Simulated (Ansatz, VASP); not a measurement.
# One calculation of Si4O, two programs

The input INCAR:

```
SYSTEM = Si4O
PREC = Accurate
ENCUT = 520
EDIFF = 1E-6
ISMEAR = 0
SIGMA = 0.05
LREAL = .False.
LASPH = .True.
NELM = 150
ALGO = Normal
ISIF = 2
LWAVE = .False.
LCHARG = .True.
ISPIN = 2
MAGMOM = 0 0 0 0 2
LORBIT = 11
LDIPOL = .True.
IDIPOL = 3
DIPOL = 0.5 0.5 0.326
GGA = PE
IVDW = 12
LELF = .True.
LVHAR = .True.
LVACPOTAV = .True.
NBANDS = 23
```

Contents of KPOINTS:

```
Automatic mesh
0
Gamma
  7 7 1
  0 0 0
```

POSCAR

```
Si4O
1.0
    3.8333442603      0.0000000000      0.0000000000
    0.0000000000      3.8333442603      0.0000000000
    0.0000000000      0.0000000000     21.2034818054
Si O
4 1
Direct
    0.0000000000      0.5000000000      0.1886482624
    0.0000000000      0.0000000000      0.2525666261
    0.5000000000      0.0000000000      0.3191936744
    0.5000000000      0.5000000000      0.3821769405
    0.5000000000      1.0000000000      0.4859334849
```

Input for Ansatz:

```yaml
crystal:
  lattice:
    - [3.8333442603, 0.0, 0.0]
    - [0.0, 3.8333442603, 0.0]
    - [0.0, 0.0, 21.2034818054]
  atoms:
    - { symbol: Si, position: [0.0, 0.5, 0.1886482624] }
    - { symbol: Si, position: [0.0, 0.0, 0.2525666261] }
    - { symbol: Si, position: [0.5, 0.0, 0.3191936744] }
    - { symbol: Si, position: [0.5, 0.5, 0.3821769405] }
    - { symbol: O, position: [0.5, 1.0, 0.4859334849], spin: 2.0 }
basis:
  ecutwfc: 420
kpoints:
  mp_grid: { grid: [7, 7, 1] }
hamiltonian:
  xc: pbe
  pseudopotentials: { kind: paw, azcp: { folder: soft_1 } }
  dispersion: d3bj
scf:
  occupations: { method: gaussian, width: 0.05 }
output:
  forces: true
  eigenvalues: true
  populations: true
magnetization:
  spin_polarized: true
efield:
  axis: 3
  dipole_correction: true
  ramp_width: 0.04
```

Alike in both runs: task single point; functional PBE; dispersion D3(BJ); k mesh 7 × 7 × 1; occupations gaussian, width 0.05 eV; collinear spin.

```csv
,VASP,Ansatz
version,VASP 6.6.1,Ansatz 0.2.0
potentials or method,"VASP PAW PBE potentials, release 64 (Si, O), cutoff 520 eV","scalar-relativistic, plane waves, PAW"
valence electrons in the cell,22,22
```

|  | VASP | Ansatz | Ansatz less VASP |
| --- | --- | --- | --- |
| gap on the k mesh at the Fermi level (eV) | none | none | - |
| rms of the force components (eV/Å) | 0.495 | 0.497 | +0.0024 |
| net moment per atom (μB) | 0.26 | 0.26 | 0.000 |
| size of the moment on the site where the two differ most (μB) | 1.12 | 1.38 | +0.262 |
| work function, face that differs most (eV) | 7.72 | 7.72 | -0.001 |

Site moments also hang on the region over which each program counts them. Atom by atom the forces differ by 0.003 eV/Å (rms over components). A gap of «none» marks a metal or a gap that the smearing closes.
